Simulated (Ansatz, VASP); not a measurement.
Sn3GeSe4: VASP beside Ansatz

File INCAR:

```
SYSTEM = Sn3GeSe4
PREC     = Accurate       ! precision mode
ENCUT    = 520            ! plane-wave cutoff, eV
EDIFF    = 1E-7           ! SCF threshold, eV
ISMEAR   = 0              ! smearing method
SIGMA    = 0.1            ! smearing width, eV
LREAL    = .FALSE.        ! projectors in reciprocal space
LASPH    = .TRUE.         ! aspherical terms in the spheres
NELM     = 80             ! most SCF steps
ALGO     = Normal         ! electronic algorithm
ISIF     = 2              ! what is computed and relaxed
LWAVE    = .FALSE.        ! write WAVECAR
LCHARG   = .FALSE.        ! write CHGCAR
GGA      = PE             ! functional
NBANDS   = 50             ! bands
```

Contents of KPOINTS:

```
regular mesh
0
G
  4 4 2
  0 0 0
```

The input POSCAR:

```
Sn3GeSe4
1.0
    4.2460712200      0.0000000000      0.0000000000
    0.0000000000      4.2460712200      0.0000000000
    0.0000000000      0.0000000000     12.0097030200
Sn Ge Se
3 1 4
Direct
    0.0000000000      0.0000000000      0.0000000000
    0.5000000000      0.5000000000      0.7500000000
    0.5000000000      0.5000000000      0.2500000000
    0.0000000000      0.0000000000      0.5000000000
    0.0000000000      0.0000000000      0.7500000000
    0.5000000000      0.5000000000      0.5000000000
    0.0000000000      0.0000000000      0.2500000000
    0.5000000000      0.5000000000      0.0000000000
```

Input for Ansatz:

```yaml
crystal:
  lattice:
    - [4.24607122, 0.0, 0.0]
    - [0.0, 4.24607122, 0.0]
    - [0.0, 0.0, 12.00970302]
  atoms:
    - { symbol: Sn, position: [0.0, 0.0, 0.0] }
    - { symbol: Sn, position: [0.5, 0.5, 0.75] }
    - { symbol: Sn, position: [0.5, 0.5, 0.25] }
    - { symbol: Ge, position: [0.0, 0.0, 0.5] }
    - { symbol: Se, position: [0.0, 0.0, 0.75] }
    - { symbol: Se, position: [0.5, 0.5, 0.5] }
    - { symbol: Se, position: [0.0, 0.0, 0.25] }
    - { symbol: Se, position: [0.5, 0.5, 0.0] }
basis:
  ecutwfc: 420
kpoints:
  mp_grid: { grid: [4, 4, 2] }
hamiltonian:
  xc: pbe
scf:
  occupations: { method: gaussian, width: 0.1 }
  lower_state_search: "off"
output:
  forces: true
  stress: true
  eigenvalues: true
```

Alike in both runs: task single point; functional PBE; k mesh 4 × 4 × 2; occupations gaussian, width 0.1 eV; no spin polarisation.

|  | VASP | Ansatz |
| --- | --- | --- |
| version | VASP 6.6.1 | Ansatz 0.2.0 |
| potentials or method | VASP PAW PBE potentials, release 64 (Sn_d, Ge_d, Se), cutoff 520 eV | scalar-relativistic, plane waves, PAW |
| valence electrons in the cell | 80 | 120 |

|  | VASP | Ansatz | Ansatz less VASP |
| --- | --- | --- | --- |
| gap on the k mesh at the Fermi level (eV) | 0.16 | 0.16 | -0.001 |
| least direct gap on the mesh (eV) | 0.16 | 0.16 | -0.001 |
| pressure (GPa) | -1.3 | -1.3 | 0.00 |
| rms of the force components (eV/Å) | 0.096 | 0.096 | -0.0001 |

Atom by atom the forces differ by 0.000 eV/Å (rms over components). With one functional, cell and mesh, what is left measures potentials, basis and numerics. VASP's potentials hold 80 valence electrons a cell and Ansatz's 120, so a difference there can come from the potentials and not from the codes.
